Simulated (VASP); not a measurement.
Crystal: BaO.

```
Ba O
1.0
     0.00000    2.77199    2.77199
     2.77199    0.00000    2.77199
     2.77199    2.77199    0.00000
Ba O
1 1
Direct
  0.50000 0.50000 0.50000
  0.00000 0.00000 0.00000
```

Base run:

```yaml
Program: VASP 6.6.1
Functional: RPBE
Potentials_or_basis: VASP PAW PBE potentials, release 64 (Ba_sv, O)
Cutoff: 600 eV
k_mesh: 8 × 8 × 8
Occupations: gaussian, width 0.05 eV
Spin: no spin polarisation
```

Its results: band gap on the k mesh 2.10 eV, direct; pressure 5.2 GPa.

Question: The run is repeated on the same cell with these changes: functional from RPBE to PBEsol. What comes out?

Answer: Band gap on the k mesh 1.88 eV, direct; pressure -0.5 GPa.

PBEsol binds more tightly than RPBE, so the same cell stands under less pressure.

Caveats: the PAW data sets were made with another functional, which shifts forces and pressure a little; spin-orbit coupling is left out, which moves the levels of the heavy elements.

A k mesh can miss the band edges.
